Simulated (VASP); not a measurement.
# InO: single point with PBE+D3(BJ)

InO, a slab with vacuum:

```
CELL_PARAMETERS angstrom
3.34404 0.00000 0.00000
-1.67202 2.89602 0.00000
0.00000 0.00000 16.64462
ATOMIC_POSITIONS crystal
In 0.66667 0.33333 0.58953
In 0.66667 0.33333 0.41047
O 0.00000 0.00000 0.63988
O 0.00000 0.00000 0.36012
```

This cell differs from its parent crystal: strain -0.025 along x and y, +0.050 along z.

```
Program                : VASP 6.6.1
Task                   : single point
Functional             : PBE
Dispersion             : D3(BJ)
Potentials or basis    : VASP PAW PBE potentials, release 64 (In_d, O)
Cutoff                 : 520 eV
k mesh                 : 12 × 12 × 2
Occupations            : gaussian, width 0.05 eV
Spin                   : no spin polarisation
Dipole correction      : no
Further INCAR settings : ALGO = Normal; EDIFF = 1e-06; NBANDS = 27
```

| Item | Value |
| --- | --- |
| Largest force | 0.762 eV/Å |
| Band gap on the k mesh | 0.17 eV, indirect (least direct gap 1.27 eV) |
| Dispersion energy per atom | -0.148 eV |

Forces in eV/Å, atoms in the order of the input:
```
In   0.000  0.000 -0.762
In   0.000  0.000  0.762
O    0.000  0.000  0.189
O    0.000  0.000 -0.189
```

Levels at points of the mesh, in eV from the valence-band top:
| k point | band 15 | band 16 | band 17 | band 18 | band 19 | band 20 | band 21 | band 22 | band 23 | band 24 |
| --- | --- | --- | --- | --- | --- | --- | --- | --- | --- | --- |
| (0.00, 0.00, 0.00) | -1.95 | -1.95 | -1.92 | -1.92 | -1.10 | 0.17 | 3.14 | 5.94 | 6.05 | 7.49 |
| (0.50, 0.00, 0.00) | -2.99 | -2.87 | -2.79 | -2.48 | -0.41 | 2.10 | 4.01 | 4.84 | 7.15 | 8.55 |
| (0.00, 0.00, 0.50) | -1.95 | -1.95 | -1.92 | -1.92 | -1.10 | 0.17 | 3.14 | 5.77 | 6.44 | 6.91 |
| (0.50, 0.00, 0.50) | -2.99 | -2.87 | -2.79 | -2.48 | -0.41 | 2.10 | 4.01 | 4.84 | 7.15 | 8.55 |

Wall time 2.8 min on 1 thread of Intel(R) Xeon(R) 6975P-C (Granite Rapids), on a shared host, peak memory 0.38 GiB.

Caveat: the cell differs from its parent crystal (strain -0.025 along x and y, +0.050 along z); spin-orbit coupling is left out, which moves the levels of the heavy elements.
